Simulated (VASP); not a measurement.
A run of VASP 6.6.1 is set up as follows.

Contents of INCAR:

```
SYSTEM = SrCdAgC6N6
ALGO = Normal
EDIFF = 1E-6
ENCUT = 520
GGA = PE
ISIF = 2
ISMEAR = 0
LASPH = .True.
LCHARG = .False.
LREAL = Auto
LWAVE = .False.
NBANDS = 56
NELM = 100
PREC = Accurate
SIGMA = 0.1
```

The input KPOINTS:

```
k-points
0
Gamma
  4 4 4
  0 0 0
```

The input POSCAR:

```
SrCdAgC6N6
1.0
    0.0000000000      5.2895000000      5.2895000000
    5.2895000000      0.0000000000      5.2895000000
    5.2895000000      5.2895000000      0.0000000000
Sr Cd Ag C N
1 1 1 6 6
Direct
    0.7500000000      0.7500000000      0.7500000000
    0.5000000000      0.5000000000      0.5000000000
    0.0000000000      0.0000000000      0.0000000000
    0.8088666200      0.1911333800      0.1911333800
    0.1911333800      0.1911333800      0.8088666200
    0.8088666200      0.1911333800      0.8088666200
    0.1911333800      0.8088666200      0.8088666200
    0.8088666200      0.8088666200      0.1911333800
    0.1911333800      0.8088666200      0.1911333800
    0.6982701600      0.3017298400      0.3017298400
    0.3017298400      0.3017298400      0.6982701600
    0.6982701600      0.3017298400      0.6982701600
    0.3017298400      0.6982701600      0.6982701600
    0.6982701600      0.6982701600      0.3017298400
    0.3017298400      0.6982701600      0.3017298400
```

Potentials or basis: VASP PAW PBE potentials, release 64 (Sr_sv, Cd, Ag, C, N).

Command:

```console
$ cat potpaw_PBE.64/Sr_sv/POTCAR potpaw_PBE.64/Cd/POTCAR potpaw_PBE.64/Ag/POTCAR potpaw_PBE.64/C/POTCAR potpaw_PBE.64/N/POTCAR > POTCAR
$ mpirun -np 1 vasp_std > vasp.out
```

(1) What does it give for the band gap on the k mesh?

(2) Predict the largest force.

Results:

(1) zero (an odd number of electrons rules out a gap without spin polarisation).

(2) 2.815 eV/Å.

Caveat: an odd number of electrons without spin polarisation forces a metal; a magnetic or distorted state may lie lower.
